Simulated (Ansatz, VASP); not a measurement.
**Os: VASP beside Ansatz**

File INCAR:

```
ALGO = Normal
EDIFF = 1E-6
ENCUT = 520
ISIF = 2
ISMEAR = -1
LASPH = T
LCHARG = F
LREAL = F
LWAVE = F
NBANDS = 15
NELM = 100
PREC = Accurate
SIGMA = 0.6
```

KPOINTS

```
k-points
0
Gamma
  13 13 8
```

File POSCAR:

```
Os
1.0
    2.7175247593      0.0000000000      0.0000000000
   -1.3587623796      2.3534454770      0.0000000000
    0.0000000000      0.0000000000      4.2844606214
Os
2
Direct
    0.3333333333      0.6666666667      0.2500000000
    0.6666666667      0.3333333333      0.7500000000
```

Input for Ansatz:

```yaml
crystal:
  lattice:
    - [2.7175247593, 0.0, 0.0]
    - [-1.3587623796, 2.353445477, 0.0]
    - [0.0, 0.0, 4.2844606214]
  atoms:
    - { symbol: Os, position: [0.3333333333, 0.6666666667, 0.25] }
    - { symbol: Os, position: [0.6666666667, 0.3333333333, 0.75] }
hamiltonian:
  xc: lda
  pseudopotentials:
    kind: paw
    azcp:
      Os: "pseudopotentials/Os.paw.azcp"
basis:
  ecutwfc: 420
  fft_grid_basis: typed
kpoints:
  mp_grid: { grid: [13, 13, 8], shift: [0, 0, 0] }
magnetization:
  spin_polarized: false
scf:
  occupations: { method: fermi_dirac, width: 0.6 }
  lower_state_search: "off"
output:
  stress: true
```

Alike in both runs: task single point; functional LDA; k mesh 13 × 13 × 8; occupations fermi-dirac, width 0.6 eV; no spin polarisation.

|  | VASP | Ansatz |
| --- | --- | --- |
| version | VASP 6.6.1 | Ansatz 0.2.0 |
| potentials or method | VASP PAW LDA potentials, release 64 (Os), cutoff 520 eV | plane waves (420 eV) with PAW, scalar-relativistic |
| valence electrons in the cell | 16 | 32 |

VASP gave:

```
pressure (GPa)                                                : 9.6
traceless stress, the component that is largest in VASP (GPa) : 3.16
```

**Question.** Which values does Ansatz return?

**Answer.** Pressure (GPa): 8.3; traceless stress, the component that is largest in VASP (GPa): 3.25.

Ansatz warns that its potentials were made for another functional, while VASP's fit it. LDA's correlation is that of Perdew and Zunger in VASP and of Perdew and Wang (1992) in Ansatz. VASP's potentials hold 16 valence electrons a cell and Ansatz's 32, so a difference there can come from the potentials and not from the codes.

Neither program's run includes spin-orbit coupling.
